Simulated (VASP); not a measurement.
# C (Fmmm) in VASP: vibrations by perturbation theory with LDA

Aim: the vibrations by perturbation theory of C with LDA.

Program: VASP 6.6.1. These are calculated values, not measurements. Logs are shortened: lines on timing, memory, paths and dates and some standing lists are left out, and cuts for length are marked.

## 1. The cell of the first run

The structure is orthorhombic, space group Fmmm (No. 69). The conventional cell has a = 2.446 Å, b = 4.233 Å, c = 6.723 Å, α = 90.00°, β = 90.00°, γ = 90.00°. C (site symmetry m2m) has 3 C at 1.41 Å within 1.9 Å.

## 2. Vibrations by perturbation theory, LDA

Input file INCAR:

```
ALGO = Normal ; EDIFF = 1E-8
ENCUT = 520 ; GGA = CA
IBRION = 8 ; ISIF = 2
ISMEAR = 0 ; LASPH = True
LCHARG = False ; LREAL = False
LWAVE = False ; NELM = 100
NSW = 1 ; PREC = Accurate
SIGMA = 0.3
```

Input file KPOINTS:

```
k-points
0
Gamma
  18 18 6
```

Input file POSCAR:

```
C
1.0
    1.2228066819     -2.1167318658      0.0000000000
    1.2228066819      2.1167318658      0.0000000000
    0.0000000000      0.0000000000      6.7225117217
C
4
Direct
    0.0833124673      0.9166875327      0.7500000000
    0.5833124673      0.4166875327      0.2500000000
    0.9166875327      0.0833124673      0.2500000000
    0.4166875327      0.5833124673      0.7500000000
```

Potentials or basis: VASP PAW LDA potentials, release 64 (C).

On the command line:

```
> cat potpaw_LDA.64/C/POTCAR > POTCAR
> mpirun -np 1 vasp_std > vasp.out
```

OUTCAR:

```text
EDIFF = 1E-8
   ENCUT = 520
   GGA = CA
   IBRION = 8
   ISIF = 2
   ISMEAR = 0
   LASPH = True
   LREAL = False
   NELM = 100
   NSW = 1
   PREC = Accurate

 ion  position               nearest neighbor table
   1  0.083  0.917  0.750-   4 1.41   4 1.41   4 1.41
   2  0.583  0.417  0.250-   3 1.41   3 1.41   3 1.41
   3  0.917  0.083  0.250-   2 1.41   2 1.41   2 1.41
   4  0.417  0.583  0.750-   1 1.41   1 1.41   1 1.41

  LATTYP: Found a base centered orthorhombic cell.
 ALAT       =     2.4456133638
 B/A-ratio  =     1.7310437513
 C/A-ratio  =     2.7488039693

  Lattice vectors:

 A1 = (   1.2228066819,  -2.1167318658,   0.0000000000)
 A2 = (   1.2228066819,   2.1167318658,   0.0000000000)
 A3 = (   0.0000000000,   0.0000000000,   6.7225117217)

Analysis of symmetry for initial positions (statically):
=====================================================================
 Subroutine PRICEL returns following result:

  LATTYP: Found a face centered orthorhombic cell.
 ALAT       =     2.4456133638
 B/A-ratio  =     1.7310437513
 C/A-ratio  =     2.7488039693

  Lattice vectors:

 A1 = (   0.0000000000,  -2.1167318658,  -3.3612558609)
 A2 = (   1.2228066819,   0.0000000000,  -3.3612558609)
 A3 = (   1.2228066819,  -2.1167318658,   0.0000000000)

   2 primitive cells build up your supercell.

 Routine SETGRP: Setting up the symmetry group for a
 base centered orthorhombic supercell.

 Subroutine GETGRP returns: Found  8 space group operations
 (whereof  4 operations were pure point group operations)
 out of a pool of  8 trial point group operations.

The static configuration has the point symmetry C_2h.
 The point group associated with its full space group is D_2h.

Analysis of symmetry for dynamics (positions and initial velocities):
=====================================================================
 Subroutine PRICEL returns following result:

  LATTYP: Found a face centered orthorhombic cell.
 ALAT       =     2.4456133638
 B/A-ratio  =     1.7310437513
 C/A-ratio  =     2.7488039693

  Lattice vectors:

 A1 = (   0.0000000000,  -2.1167318658,  -3.3612558609)
 A2 = (   1.2228066819,   0.0000000000,  -3.3612558609)
 A3 = (   1.2228066819,  -2.1167318658,   0.0000000000)

   2 primitive cells build up your supercell.

 Routine SETGRP: Setting up the symmetry group for a
 base centered orthorhombic supercell.

 Subroutine GETGRP returns: Found  8 space group operations
 (whereof  4 operations were pure point group operations)
 out of a pool of  8 trial point group operations.

The dynamic configuration has the point symmetry C_2h.
 The point group associated with its full space group is D_2h.

 Subroutine INISYM returns: Found  8 space group operations
 (whereof  4 operations are pure point group operations),
 and found     2 'primitive' translations

----------------------------------------------------------------------------------------

                                     Primitive cell

  volume of cell :      17.4002

  direct lattice vectors                    reciprocal lattice vectors
     0.000000000 -2.116731866 -3.361255861    -0.408895378 -0.236213196 -0.148753924
     1.222806682  0.000000000 -3.361255861     0.408895378  0.236213196 -0.148753924
     1.222806682 -2.116731866  0.000000000     0.408895378 -0.236213196  0.148753924

  length of vectors
     3.972227933  3.576771889  2.444546987     0.495095783  0.495095783  0.495095783

  position of ions in fractional coordinates (direct lattice)
     0.333312467  0.166687533  0.833312467
     0.666687533  0.833312467  0.166687533

  ion indices of the primitive-cell ions
   primitive index   ion index
                 1           1
                 2           4

[... 113 lines left out ...]
 Free energy of the ion-electron system (eV)
  ---------------------------------------------------
  ext. energy  EPLUGINS =         0.00000000
  ---------------------------------------------------
  free energy    TOTEN  =       -40.44180431 eV

  energy without entropy =      -40.43908789  energy(sigma->0) =      -40.44044610

 E-fermi :   4.6920     XC(G=0): -10.7901

 val. band max:        4.6826224378   @ k =   0.3333   0.3333   0.5000
 cond. band min:       4.7891018666   @ k =   0.3333   0.3333   0.3333
 fundamental gap:      0.1064794288
 Fermi energy:         4.6920444932

 k-point     1 :       0.0000    0.0000    0.0000
  band No.  band energies     occupation
      1     -14.9394      2.00000
      2     -14.6260      2.00000
      3      -4.0556      2.00000
      4      -2.0293      2.00000
      5       1.6777      2.00000
      6       1.6964      2.00000
      7       1.7079      2.00000
      8       1.7126      2.00000
      9       8.4576      0.00000
     10      13.0984      0.00000
     11      13.1434      0.00000
     12      13.1748      0.00000
[... 331 lines left out ...]
 k-point    24 :      -0.2222    0.0556    0.0000
  band No.  band energies     occupation
      1     -13.9776      2.00000
      2     -13.6830      2.00000
      3      -2.8764      2.00000
      4      -1.3087      2.00000
      5      -1.2433      2.00000
      6      -0.9323      2.00000
      7       0.0269      2.00000
      8       0.0441      2.00000
      9       9.6357      0.00000
     10      13.2478      0.00000
     11      13.4165      0.00000
     12      13.4628      0.00000

 [... further k-points ...]
[... 5 lines left out ...]
  --------------------------------------------------------------------------------------
  -------------------------------------------------------------------------------------
  Total        0.2728093      0.2716353     -0.0219040      0.0000000      0.0000000      0.0000000
  in kB       12.5598510     12.5058047     -1.0084362      0.0000000      0.0000000      0.0000000
  external PRESSURE =       8.0190732 kB  Pullay stress =       0.0000000 kB

 VOLUME and BASIS-vectors are now :
 -----------------------------------------------------------------------------
  energy-cutoff  :      520.00
  volume of cell :       34.80
      direct lattice vectors                 reciprocal lattice vectors
     1.222806682 -2.116731866  0.000000000     0.408895378 -0.236213196  0.000000000
     1.222806682  2.116731866  0.000000000     0.408895378  0.236213196  0.000000000
     0.000000000  0.000000000  6.722511722     0.000000000  0.000000000  0.148753924

 POSITION                                       TOTAL-FORCE (eV/Angst)
 -----------------------------------------------------------------------------------
      1.22281      1.76403      5.04188         0.000000      0.000695     -0.000000
      1.22281     -0.35270      1.68063         0.000000      0.000695      0.000000
      1.22281     -1.76403      1.68063         0.000000     -0.000695      0.000000
      1.22281      0.35270      5.04188         0.000000     -0.000695     -0.000000
 -----------------------------------------------------------------------------------
    total drift:                                0.000000     -0.000000     -0.000000

  FREE ENERGIE OF THE ION-ELECTRON SYSTEM (eV)
  ---------------------------------------------------
  free  energy   TOTEN  =       -40.4418043139 eV

  energy  without entropy=      -40.4390878873  energy(sigma->0) =      -40.44044610

[... ionic steps 2 to 3 ...]

--------------------------------------- Ionic step        4  -------------------------------------------

------------------------ aborting loop because EDIFF is reached ----------------------------------------

--------------------------------------- Ionic step        5  -------------------------------------------

------------------------ aborting loop because EDIFF is reached ----------------------------------------

--------------------------------------- Ionic step        6  -------------------------------------------

 Free energy of the ion-electron system (eV)
  ---------------------------------------------------
  ---------------------------------------------------
  free energy    TOTEN  =        -0.13762622 eV

  energy without entropy =       -0.13762622

------------------------ aborting loop because EDIFF is reached ----------------------------------------

 INTERNAL STRAIN TENSOR  FOR ION    1  DIRECTION 3   (eV/Angst):
 -----------------------------------------------------------------------------
    -0.02464  0.00000  0.00000
     0.00000  0.02488 -0.15037
     0.00000 -0.15076  0.00152

 INTERNAL STRAIN TENSOR FOR ION    4 for displacements in x,y,z  (eV/Angst):
          X           Y           Z          XY          YZ          ZX
  --------------------------------------------------------------------------------
  x     0.00000     0.00000    -0.00000   -12.39355     0.00000     0.00000
  y   -12.98034    13.09493    -0.02036     0.00000     0.00000     0.00000
  z    -0.00000     0.00000     0.00000     0.00000     0.15076     0.00000

 SECOND DERIVATIVES (NOT SYMMETRIZED)
 ------------------------------------
               1X          1Y          1Z          2X          2Y          2Z          3X          3Y          3Z          4X          4Y          4Z
  1X   -56.614344    0.000000    0.000000    0.426471    0.000000    0.000000   -0.376273    0.000000    0.000000   56.564146   -0.000000    0.000000
  1Y     0.000000  -56.009321    0.000000    0.000000   -0.329176    0.000000    0.000000    0.272064    0.000000    0.000000   56.066433    0.000000
  1Z     0.000000   -0.000000  -17.441109    0.000000    0.000000    0.192952    0.000000   -0.000000    0.064830    0.000000    0.000000   17.183327
  2X     0.426471    0.000000    0.000000  -56.614344    0.000000    0.000000   56.564146   -0.000000    0.000000   -0.376273    0.000000    0.000000
  2Y     0.000000   -0.329176    0.000000    0.000000  -56.009321    0.000000    0.000000   56.066433    0.000000    0.000000    0.272064    0.000000
  2Z     0.000000    0.000000    0.192952    0.000000   -0.000000  -17.441109    0.000000    0.000000   17.183327    0.000000   -0.000000    0.064830
  3X    -0.376273    0.000000    0.000000   56.564146   -0.000000    0.000000  -56.614344    0.000000    0.000000    0.426471    0.000000    0.000000
  3Y     0.000000    0.272064    0.000000    0.000000   56.066433    0.000000    0.000000  -56.009321    0.000000    0.000000   -0.329176    0.000000
  3Z     0.000000   -0.000000    0.064830    0.000000    0.000000   17.183327    0.000000   -0.000000  -17.441109    0.000000    0.000000    0.192952
  4X    56.564146   -0.000000    0.000000   -0.376273    0.000000    0.000000    0.426471    0.000000    0.000000  -56.614344    0.000000    0.000000
  4Y     0.000000   56.066433    0.000000    0.000000    0.272064    0.000000    0.000000   -0.329176    0.000000    0.000000  -56.009321    0.000000
  4Z     0.000000    0.000000   17.183327    0.000000   -0.000000    0.064830    0.000000    0.000000    0.192952    0.000000   -0.000000  -17.441109

 Eigenvectors and eigenvalues of the dynamical matrix
 ----------------------------------------------------

   1 f  =   48.159040 THz   302.592172 2PiTHz 1606.412657 cm-1   199.169696 meV
             X         Y         Z           dx          dy          dz
      1.222807  1.764032  5.041884    -0.500000   -0.000000   -0.000000
      1.222807 -0.352700  1.680628     0.500000   -0.000000   -0.000000
      1.222807 -1.764032  1.680628    -0.500000    0.000000   -0.000000
      1.222807  0.352700  5.041884     0.500000    0.000000    0.000000
[... 57 lines left out ...]
  10 f  =    0.000000 THz     0.000003 2PiTHz    0.000015 cm-1     0.000002 meV
             X         Y         Z           dx          dy          dz
      1.222807  1.764032  5.041884     0.474191   -0.158280   -0.009520
      1.222807 -0.352700  1.680628     0.474191   -0.158280   -0.009520
      1.222807 -1.764032  1.680628     0.474191   -0.158280   -0.009520
      1.222807  0.352700  5.041884     0.474191   -0.158280   -0.009520

  11 f/i=    0.000001 THz     0.000004 2PiTHz    0.000023 cm-1     0.000003 meV
             X         Y         Z           dx          dy          dz
      1.222807  1.764032  5.041884    -0.001429   -0.034282    0.498821
      1.222807 -0.352700  1.680628    -0.001429   -0.034282    0.498821
      1.222807 -1.764032  1.680628    -0.001429   -0.034282    0.498821
      1.222807  0.352700  5.041884    -0.001429   -0.034282    0.498821

  12 f/i=    1.524533 THz     9.578922 2PiTHz   50.852940 cm-1     6.304958 meV
             X         Y         Z           dx          dy          dz
      1.222807  1.764032  5.041884     0.000000    0.500000   -0.000000
      1.222807 -0.352700  1.680628    -0.000000   -0.500000   -0.000000
      1.222807 -1.764032  1.680628    -0.000000   -0.500000   -0.000000
      1.222807  0.352700  5.041884     0.000000    0.500000   -0.000000

--------------------------------------------------------------------------------------------------------

 ELASTIC MODULI CONTR FROM IONIC RELAXATION (kBar)
 Direction    XX          YY          ZZ          XY          YZ          ZX
 --------------------------------------------------------------------------------
 XX        -275.3735    277.8044     -0.4319      0.0000     -0.0000      0.0000
 YY         277.8044   -280.2569      0.4357     -0.0000      0.0000      0.0000
 ZZ          -0.4319      0.4357     -0.0007      0.0000     -0.0000      0.0000
 XY           0.0000     -0.0000      0.0000   -251.7121     -0.0000      0.0000
 YZ          -0.0000      0.0000     -0.0000     -0.0000     -0.1213      0.0000
 ZX           0.0000      0.0000      0.0000      0.0000      0.0000      0.0000
 --------------------------------------------------------------------------------
```

Run time: 8.8 min. Hardware: 1 thread of Oxide Virtual Turin-like, shared host; peak memory 0.52 GiB.

What came out:

* Highest phonon frequency at Γ: 1606 cm⁻¹
* Most unstable mode: 51i cm⁻¹

Phonon frequencies in cm⁻¹ (negative: imaginary):
| q point | frequencies |
| --- | --- |
| (0.000, 0.000, 0.000) | -51 0 0 0 48 108 884 887 1589 1595 1597 1606 |

Caveat: some modes are imaginary.
